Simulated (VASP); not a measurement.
Input of a VASP 6.6.1 run:

File INCAR:

```
PREC     = Accurate       # precision mode
ENCUT    = 500            # plane-wave cutoff, eV
EDIFF    = 1E-6           # SCF threshold, eV
ISMEAR   = 0              # smearing method
SIGMA    = 0.1            # smearing width, eV
LREAL    = F              # projectors in reciprocal space
LASPH    = T              # aspherical terms in the spheres
NELM     = 120            # most SCF steps
ALGO     = Normal         # electronic algorithm
ISIF     = 2              # what is computed and relaxed
LWAVE    = F              # write WAVECAR
LCHARG   = F              # write CHGCAR
NBANDS   = 14             # bands
GGA_COMPAT= F
```

KPOINTS

```
regular mesh
0
Gamma
  6 6 6
```

The input POSCAR:

```
Bi
1.0
    0.0000000000      2.3216521989      2.3216521989
    2.3216521989      0.0000000000      2.3216521989
    2.3216521989      2.3216521989      0.0000000000
Bi
1
Direct
    0.0000000000      0.0000000000      0.0000000000
```

Potentials or basis: VASP PAW LDA potentials, release 64 (Bi_d).

Run with:

```bash
$ cat potpaw_LDA.64/Bi_d/POTCAR > POTCAR
$ mpirun -np 1 vasp_std > vasp.out
```

Task: Estimate the pressure.

Result: 15.2 GPa.

Task: Estimate the band gap on the k mesh.

Result: Zero (an odd number of electrons rules out a gap without spin polarisation).

Caveat: the k points lie up to 0.39 Å⁻¹ apart, too coarse for converged energies and pressures of a metal; spin-orbit coupling is left out, which moves the levels of the heavy elements.
